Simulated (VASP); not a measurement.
## Ni: single point with LDA

The system is Ni.

```
Ni
1.0
     0.00000    1.76194    1.76194
     1.76194    0.00000    1.76194
     1.76194    1.76194    0.00000
Ni
1
Direct
  0.00000 0.00000 0.00000
```

```json
{"Program": "VASP 6.6.1", "Task": "single point", "Functional": "LDA", "Potentials or basis": "VASP PAW LDA potentials, release 64 (Ni)", "Cutoff": "520 eV", "k mesh": "16 × 16 × 16", "Occupations": "fermi-dirac, width 0.1 eV", "Spin": "collinear spin, ferromagnetic start", "Starting moments": "[0.88] μB", "Fixed moment": "0.88 μB", "Dipole correction": "no", "Further INCAR settings": "ALGO = Normal; EDIFF = 1e-06; NBANDS = 15"}
```

| Quantity | Value |
| --- | --- |
| Pressure | -15.3 GPa |
| Net moment | 0.88 μB per cell |
| Site moments | Ni +0.87 μB |
| Valence electrons inside the program's atomic spheres | Ni 9.30 |

It took 120 s on 1 thread of AMD EPYC 7R13, with other jobs on the host, peak memory 0.12 GiB.

Caveat: the total moment is fixed, so each spin has its own Fermi level.
